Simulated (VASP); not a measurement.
**ZnS (wurtzite type): single point with PBE**

The system is ZnS (wurtzite type).

```
Zn S
1.0
     3.84518    0.00000    0.00000
    -1.92259    3.33003    0.00000
     0.00000    0.00000    6.30552
Zn S
2 2
Direct
  0.33333 0.66667 0.00073
  0.66667 0.33333 0.50073
  0.33333 0.66667 0.37527
  0.66667 0.33333 0.87527
```

| Property | Result |
| --- | --- |
| Program | VASP 6.6.1 |
| Task | single point |
| Functional | PBE |
| Potentials or basis | VASP PAW PBE potentials, release 64 (Zn, S) |
| Cutoff | 520 eV |
| k mesh | 10 × 10 × 6 |
| Occupations | fermi-dirac, width 0.05 eV |
| Spin | no spin polarisation |
| Dipole correction | no |
| Further INCAR settings | ALGO = Normal; EDIFF = 1e-07; NBANDS = 26 |

| Quantity | Value |
| --- | --- |
| Pressure | 0.1 GPa |
| Band gap on the k mesh | 2.08 eV |

Levels at points of the mesh, in eV from the valence-band top:
| k point | band 14 | band 15 | band 16 | band 17 | band 18 | band 19 | band 20 | band 21 | band 22 | band 23 |
| --- | --- | --- | --- | --- | --- | --- | --- | --- | --- | --- |
| (0.00, 0.00, 0.00) | -0.85 | -0.85 | -0.07 | 0.00 | 0.00 | 2.08 | 3.05 | 6.33 | 6.33 | 6.59 |
| (0.50, 0.00, 0.00) | -4.01 | -3.14 | -2.14 | -1.61 | -0.85 | 3.68 | 4.18 | 5.14 | 6.93 | 7.29 |
| (0.00, 0.00, 0.50) | -2.81 | -0.45 | -0.45 | -0.45 | -0.45 | 3.48 | 3.48 | 6.76 | 6.76 | 6.78 |
| (0.50, 0.00, 0.50) | -4.74 | -1.57 | -1.57 | -1.54 | -1.54 | 3.54 | 3.54 | 5.24 | 5.24 | 8.78 |

Wall time 3.1 min on 1 thread of Intel Xeon 8259CL, with other jobs on the host, peak memory 0.25 GiB.
